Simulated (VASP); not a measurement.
# MnS (F-43m) in VASP: a series of runs

MnS is run at these levels: PBE; tasks: single point.

Program: VASP 6.6.1. These are calculated values, not measurements. Logs are shortened: lines on timing, memory, paths and dates and some standing lists are left out, and cuts for length are marked.

### Step 1. The cell of the first run

Symmetry: F-43m, No. 216, cubic system. Conventional cell: a = 5.600 Å, b = 5.600 Å, c = 5.600 Å, α = 90.00°, β = 90.00°, γ = 90.00°. Mn (site symmetry -43m) has 4 S at 2.42 Å within 3.2 Å. Within 3.2 Å of S (site symmetry -43m) lie 4 Mn at 2.42 Å.

### Step 2. Single point, PBE, collinear spin, ferromagnetic start

Contents of INCAR:

```
PREC     = Accurate       # precision mode
ENCUT    = 520            # plane-wave cutoff, eV
EDIFF    = 1E-7           # SCF threshold, eV
ISMEAR   = 0              # smearing method
SIGMA    = 0.05           # smearing width, eV
LREAL    = F              # projectors in reciprocal space
LASPH    = T              # aspherical terms in the spheres
NELM     = 150            # most SCF steps
ALGO     = Normal         # electronic algorithm
ISIF     = 2              # what is computed and relaxed
LWAVE    = F              # write WAVECAR
LCHARG   = F              # write CHGCAR
ISPIN    = 2              # spin polarisation
MAGMOM   = 4.56 0         # initial moments
LORBIT   = 11             # projections on sites
LMAXMIX  = 4              # l up to which the mixer works
GGA      = PE             # functional
NBANDS   = 20             # bands
```

Contents of KPOINTS:

```
regular mesh
0
Gamma
  6 6 6
```

Contents of POSCAR:

```
MnS
1.0
    0.0000000000      2.8000000000      2.8000000000
    2.8000000000      0.0000000000      2.8000000000
    2.8000000000      2.8000000000      0.0000000000
Mn S
1 1
Direct
    0.0000000000      0.0000000000      0.0000000000
    0.7500000000      0.7500000000      0.7500000000
```

Potentials or basis: VASP PAW PBE potentials, release 64 (Mn_pv, S).

Command:

```sh
$ cat potpaw_PBE.64/Mn_pv/POTCAR potpaw_PBE.64/S/POTCAR > POTCAR
$ mpirun -np 1 vasp_std > vasp.out
```

OUTCAR:

```text
PREC = Accurate
   ENCUT = 520
   EDIFF = 1E-7
   ISMEAR = 0
   LREAL = F
   LASPH = T
   NELM = 150
   ISIF = 2
   ISPIN = 2
   LORBIT = 11
   GGA = PE

 ion  position               nearest neighbor table
   1  0.000  0.000  0.000-   2 2.42   2 2.42   2 2.42   2 2.42
   2  0.750  0.750  0.750-   1 2.42   1 2.42   1 2.42   1 2.42

  LATTYP: Found a face centered cubic cell.
 ALAT       =     5.6000000000

  Lattice vectors:

 A1 = (   0.0000000000,   2.8000000000,   2.8000000000)
 A2 = (   2.8000000000,   0.0000000000,   2.8000000000)
 A3 = (   2.8000000000,   2.8000000000,   0.0000000000)

Analysis of symmetry for initial positions (statically):
=====================================================================
 Subroutine PRICEL returns:
 Original cell was already a primitive cell.

 Routine SETGRP: Setting up the symmetry group for a
 face centered cubic supercell.

 Subroutine GETGRP returns: Found 24 space group operations
 (whereof 24 operations were pure point group operations)
 out of a pool of 48 trial point group operations.

The static configuration has the point symmetry T_d .

Analysis of symmetry for dynamics (positions and initial velocities):
=====================================================================
 Subroutine PRICEL returns:
 Original cell was already a primitive cell.

 Routine SETGRP: Setting up the symmetry group for a
 face centered cubic supercell.

 Subroutine GETGRP returns: Found 24 space group operations
 (whereof 24 operations were pure point group operations)
 out of a pool of 48 trial point group operations.

The dynamic configuration has the point symmetry T_d .

Analysis of structural, dynamic, and magnetic symmetry:
=====================================================================
 Subroutine PRICEL returns:
 Original cell was already a primitive cell.

 Routine SETGRP: Setting up the symmetry group for a
 face centered cubic supercell.

 Subroutine GETGRP returns: Found 24 space group operations
 (whereof 24 operations were pure point group operations)
 out of a pool of 48 trial point group operations.

The overall configuration has the point symmetry T_d .

 Subroutine INISYM returns: Found 24 space group operations
 (whereof 24 operations are pure point group operations),
 and found     1 'primitive' translations

----------------------------------------------------------------------------------------

                                     Primitive cell
[... 104 lines left out ...]
  Fermi-wavevector in a.u.,A,eV,Ry     =   1.238297  2.340041 20.862879  1.533378
  Thomas-Fermi vector in A             =   2.372828
   LORBIT       =     11    0 simple, 1 ext, 2 COOP (PROOUT), +10 PAW based schemes
   GGA     = PE    functional components
   LHFCALC =     F    Hartree Fock is set to
   AEXX    =    0.0000 exact exchange contribution
   IVDW    =     0    specifies the selected vdW correction
   LEPSILON=     F    determine dielectric tensor
   LRPA    =     F    only Hartree local field effects (RPA)
 spin polarized calculation
 Gauss-broadening in eV      SIGMA  =   0.05
  energy-cutoff  :      520.00
  volume of cell :       43.90
 maximum number of plane-waves:      1243
 NGX is ok and might be reduce to    30
   NGX = 15   NGY = 15   NGZ = 15

 number of electron      18.9999987 magnetization       4.9321862

 Free energy of the ion-electron system (eV)
  ---------------------------------------------------
  ext. energy  EPLUGINS =         0.00000000
  ---------------------------------------------------
  free energy    TOTEN  =       -14.08019287 eV

  energy without entropy =      -14.07831089  energy(sigma->0) =      -14.07925188

 E-fermi :   4.5268     XC(G=0):  -9.3131

 val. band max:        4.5051422723   @ k =   0.1667   0.0000   0.0000
 cond. band min:       4.5277736068   @ k =   0.5000   0.5000   0.0000
 fundamental gap:      0.0226313345
 Fermi energy:         4.5267778802

 spin component 1

 k-point     1 :       0.0000    0.0000    0.0000
  band No.  band energies     occupation
      1     -46.2451      1.00000
      2     -46.2450      1.00000
      3     -46.2450      1.00000
      4      -9.3875      1.00000
      5      -0.3592      1.00000
      6      -0.3592      1.00000
[... 344 lines left out ...]
      6      -0.1685      1.00000
[... 12 lines left out ...]
     19      17.3055      0.00000
     20      17.5666      0.00000
 Fermi energy:         4.5267778802

 spin component 2

 k-point     1 :       0.0000    0.0000    0.0000
  band No.  band energies     occupation
      1     -41.6488      1.00000
      2     -41.6488      1.00000
      3     -41.6488      1.00000
      4      -9.0731      1.00000
      5       1.2161      1.00000
      6       1.2161      1.00000
[... 357 lines left out ...]
     19      17.9492      0.00000
     20      18.1306      0.00000

------------------------ aborting loop because EDIFF is reached ----------------------------------------

  FORCE on cell =-STRESS in cart. coord.  units (eV):
  Direction    XX          YY          ZZ          XY          YZ          ZX
  --------------------------------------------------------------------------------------
  -------------------------------------------------------------------------------------
  Total        0.3302406      0.3302406      0.3302406      0.0000000      0.0000000     -0.0000000
  in kB       12.0513836     12.0513836     12.0513836      0.0000000      0.0000000     -0.0000000
  external PRESSURE =      12.0513836 kB  Pullay stress =       0.0000000 kB

 VOLUME and BASIS-vectors are now :
 -----------------------------------------------------------------------------
  energy-cutoff  :      520.00
  volume of cell :       43.90
      direct lattice vectors                 reciprocal lattice vectors
     0.000000000  2.800000000  2.800000000    -0.178571429  0.178571429  0.178571429
     2.800000000  0.000000000  2.800000000     0.178571429 -0.178571429  0.178571429
     2.800000000  2.800000000  0.000000000     0.178571429  0.178571429 -0.178571429

 POSITION                                       TOTAL-FORCE (eV/Angst)
 -----------------------------------------------------------------------------------
      0.00000      0.00000      0.00000        -0.000000      0.000000      0.000000
      4.20000      4.20000      4.20000         0.000000     -0.000000     -0.000000
 -----------------------------------------------------------------------------------
    total drift:                                0.000000      0.000000      0.000000

  FREE ENERGIE OF THE ION-ELECTRON SYSTEM (eV)
  ---------------------------------------------------
  free  energy   TOTEN  =       -14.0801928704 eV

  energy  without entropy=      -14.0783108861  energy(sigma->0) =      -14.07925188

 total charge

# of ion       s       p       d       tot
------------------------------------------
    1        0.261   6.212   4.902  11.375
    2        1.314   2.451   0.000   3.765
--------------------------------------------------
tot          1.575   8.663   4.902  15.140

 magnetization (x)

# of ion       s       p       d       tot
------------------------------------------
    1        0.049   0.066   4.220   4.335
    2        0.011   0.079   0.000   0.090
--------------------------------------------------
tot          0.060   0.145   4.220   4.425
```

Run time: 20 s. Hardware: 1 thread of Intel Xeon 6975P-C (Granite Rapids), shared host; peak memory 0.18 GiB.

What came out:

```yaml
Free_energy: -14.0802 eV
Pressure: 1.2 GPa
Net_moment: 4.93 μB per cell
Site_moments: Mn +4.33; S +0.09 μB
Valence_electrons_inside_the_program's_atomic_spheres: Mn 11.38; S 3.77
```

Levels at points of the mesh, in eV from the Fermi level:
Spin up:
```csv
k point,band 10,band 11,band 12,band 13,band 14,band 15
"(0.00, 0.00, 0.00)",0.23,0.23,0.23,0.95,5.83,5.83
"(0.50, 0.00, 0.00)",-2.89,-0.79,-0.79,2.94,6.27,6.27
"(0.50, 0.50, 0.00)",-2.72,-2.16,-2.16,2.74,4.32,9.08
```
Spin down:
| k point | band 3 | band 4 | band 5 | band 6 | band 7 | band 8 | band 9 | band 10 | band 11 | band 12 |
| --- | --- | --- | --- | --- | --- | --- | --- | --- | --- | --- |
| (0.00, 0.00, 0.00) | -46.18 | -13.60 | -3.31 | -3.31 | -3.31 | 0.83 | 0.83 | 1.97 | 3.02 | 3.02 |
| (0.50, 0.00, 0.00) | -46.18 | -12.96 | -5.15 | -3.23 | -3.23 | 0.89 | 0.96 | 0.96 | 2.05 | 2.05 |
| (0.50, 0.50, 0.00) | -46.18 | -12.75 | -5.07 | -3.34 | -3.34 | 0.00 | 0.86 | 1.27 | 1.31 | 1.31 |

Caveat: a cell with one magnetic atom can't hold antiferromagnetic order, which such compounds often take; semilocal functionals often make such compounds metallic where correlation or magnetic order opens a gap, which also shifts bond lengths.

### Step 3. Single point, PBE, collinear spin, ferromagnetic start

Contents of INCAR:

```
  ALGO = Normal
  EDIFF = 1E-6
  ENCUT = 520
  GGA = PE
  ISIF = 2
  ISMEAR = 0
  ISPIN = 2
  LASPH = T
  LCHARG = T
  LELF = T
  LMAXMIX = 4
  LORBIT = 11
  LREAL = F
  LVHAR = T
  LWAVE = F
  MAGMOM = 5 0
  NBANDS = 20
  NELM = 150
  PREC = Accurate
  SIGMA = 0.05
```

Contents of KPOINTS:

```
k-points
0
Gamma
  8 8 8
```

POSCAR is that of step 2.

Potentials or basis: VASP PAW PBE potentials, release 64 (Mn_pv, S).

Command:

```sh
$ cat potpaw_PBE.64/Mn_pv/POTCAR potpaw_PBE.64/S/POTCAR > POTCAR
$ mpirun -np 1 vasp_std > vasp.out
```

Run time: 30 s. Hardware: 1 thread of Intel Xeon 6975P-C (Granite Rapids), shared host; peak memory 0.2 GiB.

The run converged. Its results:

```
Free energy                                           : -14.0817 eV
Pressure                                              : 0.9 GPa
Net moment                                            : 4.90 μB per cell
Site moments                                          : Mn +4.32; S +0.08 μB
Valence electrons inside the program's atomic spheres : Mn 11.38; S 3.76
```

Levels at points of the mesh, in eV from the Fermi level:
Spin up:
| k point | band 8 | band 9 | band 10 | band 11 | band 12 | band 13 | band 14 | band 15 | band 16 | band 17 |
| --- | --- | --- | --- | --- | --- | --- | --- | --- | --- | --- |
| (0.00, 0.00, 0.00) | -3.22 | -3.22 | 0.22 | 0.22 | 0.22 | 0.94 | 5.82 | 5.82 | 5.82 | 10.64 |
| (0.50, 0.00, 0.00) | -3.11 | -3.11 | -2.90 | -0.80 | -0.80 | 2.93 | 6.26 | 6.26 | 6.82 | 10.96 |
| (0.50, 0.50, 0.00) | -3.21 | -3.00 | -2.73 | -2.17 | -2.17 | 2.73 | 4.31 | 9.07 | 10.70 | 10.70 |
Spin down:
| k point | band 4 | band 5 | band 6 | band 7 | band 8 | band 9 | band 10 | band 11 |
| --- | --- | --- | --- | --- | --- | --- | --- | --- |
| (0.00, 0.00, 0.00) | -13.63 | -3.33 | -3.33 | -3.33 | 0.82 | 0.82 | 1.95 | 3.00 |
| (0.50, 0.00, 0.00) | -12.99 | -5.17 | -3.26 | -3.26 | 0.87 | 0.95 | 0.95 | 2.03 |
| (0.50, 0.50, 0.00) | -12.78 | -5.09 | -3.36 | -3.36 | -0.02 | 0.84 | 1.25 | 1.29 |

Caveat: a cell with one magnetic atom can't hold antiferromagnetic order, which such compounds often take; semilocal functionals often make such compounds metallic where correlation or magnetic order opens a gap, which also shifts bond lengths. With open d or f shells a metallic result of PBE can be an artefact of self-interaction; +U or a hybrid may open a gap.
